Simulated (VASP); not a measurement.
A run of VASP 6.6.1 is set up as follows.

Contents of POSCAR:

```
TaSi2
1.0
    4.7744780671      0.0000000000      0.0000000000
   -2.3872390335      4.1348192959      0.0000000000
    0.0000000000      0.0000000000      6.5657457262
Ta Si
3 6
Direct
    0.5000000000      0.0000000000      0.5000000000
    0.5000000000      0.5000000000      0.8333333333
    0.0000000000      0.5000000000      0.1666666667
    0.1587079143      0.3174158285      0.5000000000
    0.8412920857      0.1587079143      0.8333333333
    0.6825841715      0.8412920857      0.1666666667
    0.8412920857      0.6825841715      0.5000000000
    0.1587079143      0.8412920857      0.8333333333
    0.3174158285      0.1587079143      0.1666666667
```

The input INCAR.step1:

```
SYSTEM = TaSi2
ALGO     = Normal         ! electronic algorithm
EDIFF    = 1E-5           ! SCF threshold, eV
ENCUT    = 550            ! plane-wave cutoff, eV
GGA      = PE             ! functional
GGA_COMPAT= .False.      
ISMEAR   = 0              ! smearing method
LASPH    = .True.         ! aspherical terms in the spheres
LCHARG   = .False.        ! write CHGCAR
LREAL    = .False.        ! projectors in reciprocal space
LWAVE    = .True.         ! write WAVECAR
NBANDS   = 38             ! bands
NELM     = 120            ! most SCF steps
PREC     = Accurate       ! precision mode
SIGMA    = 0.1            ! smearing width, eV
```

File INCAR.step2:

```
SYSTEM = TaSi2
ALGO     = Normal         ! electronic algorithm
EDIFF    = 1E-6           ! SCF threshold, eV
ENCUT    = 550            ! plane-wave cutoff, eV
GGA_COMPAT= .False.      
ISIF     = 2              ! what is computed and relaxed
ISMEAR   = 0              ! smearing method
ISTART   = 1            
LASPH    = .True.         ! aspherical terms in the spheres
LCHARG   = .False.        ! write CHGCAR
LMIXTAU  = .True.       
LREAL    = .False.        ! projectors in reciprocal space
LWAVE    = .False.        ! write WAVECAR
METAGGA  = R2SCAN         ! meta-GGA
NBANDS   = 38             ! bands
NELM     = 120            ! most SCF steps
PREC     = Accurate       ! precision mode
SIGMA    = 0.1            ! smearing width, eV
```

The input KPOINTS:

```
k-points
0
Gamma
  6 6 4
  0 0 0
```

Potentials or basis: VASP PAW PBE potentials, release 64 (Ta_pv, Si).

Command:

```bash
$ cat potpaw_PBE.64/Ta_pv/POTCAR potpaw_PBE.64/Si/POTCAR > POTCAR
$ cp INCAR.step1 INCAR
$ mpirun -np 1 vasp_std > vasp.out
$ cp INCAR.step2 INCAR
$ mpirun -np 1 vasp_std > vasp.out
```

What does it give for the pressure?

0.3 GPa.

Predict the band gap on the k mesh.

zero (an odd number of electrons rules out a gap without spin polarisation).

What does it give for the largest force?

0.014 eV/Å.

Stress tensor (GPa, compression positive):
```
0.37 0.00 0.00
0.00 0.37 0.00
0.00 0.00 0.23
```

Caveat: the PAW data sets were made with another functional, which shifts forces and pressure a little; spin-orbit coupling is left out, which moves the levels of the heavy elements; an odd number of electrons without spin polarisation forces a metal; a magnetic or distorted state may lie lower.
